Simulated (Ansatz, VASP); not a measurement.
One calculation of Ir, two programs

```
Ir
1.0
     0.00000    1.92214    1.92214
     1.92214    0.00000    1.92214
     1.92214    1.92214    0.00000
Ir
1
Direct
  0.00000 0.00000 0.00000
```

Alike in both runs: functional r2SCAN; k mesh 18 × 18 × 18; occupations gaussian, width 0.1 eV; no spin polarisation.

Ansatz relaxed the structure, and its values are those at the end. VASP's run is a single point on that final structure, the one shown.

|  | VASP | Ansatz |
| --- | --- | --- |
| version | VASP 6.6.1 | Ansatz 0.2.0 |
| potentials or method | VASP PAW PBE potentials, release 64 (Ir), cutoff 520 eV | scalar-relativistic, plane waves, PAW |
| valence electrons in the cell | 9 | 17 |

|  | VASP | Ansatz | Ansatz less VASP |
| --- | --- | --- | --- |
| gap on the k mesh at the Fermi level (eV) | none | none | - |
| pressure (GPa) | 2.5 | 0.0 | -2.49 |

VASP's potentials were made for PBE, not for r2SCAN. A gap of «none» marks a metal or a gap that the smearing closes. The functional is the same, so the differences come from potentials, cutoffs and numerics. VASP's potentials hold 9 valence electrons a cell and Ansatz's 17, so a difference there can come from the potentials and not from the codes.

Spin-orbit coupling is off throughout.
